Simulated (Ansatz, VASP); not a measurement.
# WSe2: VASP beside Ansatz

Contents of INCAR:

```
SYSTEM = WSe2
PREC = Accurate
ENCUT = 520
EDIFF = 1E-7
ISMEAR = 0
SIGMA = 0.1
LREAL = .False.
LASPH = .True.
NELM = 60
ALGO = Normal
ISIF = 2
LWAVE = .False.
LCHARG = .False.
GGA = PE
IVDW = 13
NBANDS = 35
```

The input KPOINTS:

```
Automatic mesh
0
Gamma
  6 6 2
  0 0 0
```

File POSCAR:

```
WSe2
1.0
    3.2900000000      0.0000000000      0.0000000000
   -1.6450000000      2.8492235785      0.0000000000
    0.0000000000      0.0000000000     12.9700000000
W Se
2 4
Direct
    0.3333333333      0.6666666667      0.2500000000
    0.6666666667      0.3333333333      0.7500000000
    0.3333333333      0.6666666667      0.6210000000
    0.6666666667      0.3333333333      0.1210000000
    0.3333333333      0.6666666667      0.8790000000
    0.6666666667      0.3333333333      0.3790000000
```

Input for Ansatz:

```yaml
crystal:
  lattice:
    - [3.29, 0.0, 0.0]
    - [-1.645, 2.8492235785, 0.0]
    - [0.0, 0.0, 12.97]
  atoms:
    - { symbol: W, position: [0.3333333333, 0.6666666667, 0.25] }
    - { symbol: W, position: [0.6666666667, 0.3333333333, 0.75] }
    - { symbol: Se, position: [0.3333333333, 0.6666666667, 0.621] }
    - { symbol: Se, position: [0.6666666667, 0.3333333333, 0.121] }
    - { symbol: Se, position: [0.3333333333, 0.6666666667, 0.879] }
    - { symbol: Se, position: [0.6666666667, 0.3333333333, 0.379] }
basis:
  ecutwfc: 420
kpoints:
  mp_grid: { grid: [6, 6, 2] }
hamiltonian:
  xc: pbe
  dispersion: d4
  pseudopotentials: { kind: paw }
scf:
  occupations: { method: gaussian, width: 0.1 }
output:
  forces: true
  stress: true
  eigenvalues: true
```

Alike in both runs: task single point; functional PBE; dispersion D4; k mesh 6 × 6 × 2; occupations gaussian, width 0.1 eV; no spin polarisation.

|  | VASP | Ansatz |
| --- | --- | --- |
| version | VASP 6.6.1 | Ansatz 0.2.0 |
| potentials or method | VASP PAW PBE potentials, release 64 (W_sv, Se), cutoff 520 eV | scalar-relativistic, plane waves, PAW |
| valence electrons in the cell | 52 | 92 |

```tsv
	VASP	Ansatz	Ansatz less VASP
gap on the k mesh at the Fermi level (eV)	0.97	0.98	+0.005
least direct gap on the mesh (eV)	1.52	1.53	+0.004
pressure (GPa)	0.4	0.0	-0.32
traceless stress, the component that is largest in VASP (GPa)	0.83	0.74	-0.083
rms of the force components (eV/Å)	0.106	0.086	-0.0194
```

Atom by atom the forces differ by 0.019 eV/Å (rms over components). VASP's potentials hold 52 valence electrons a cell and Ansatz's 92, so a difference there can come from the potentials and not from the codes.

Neither program's run includes spin-orbit coupling.
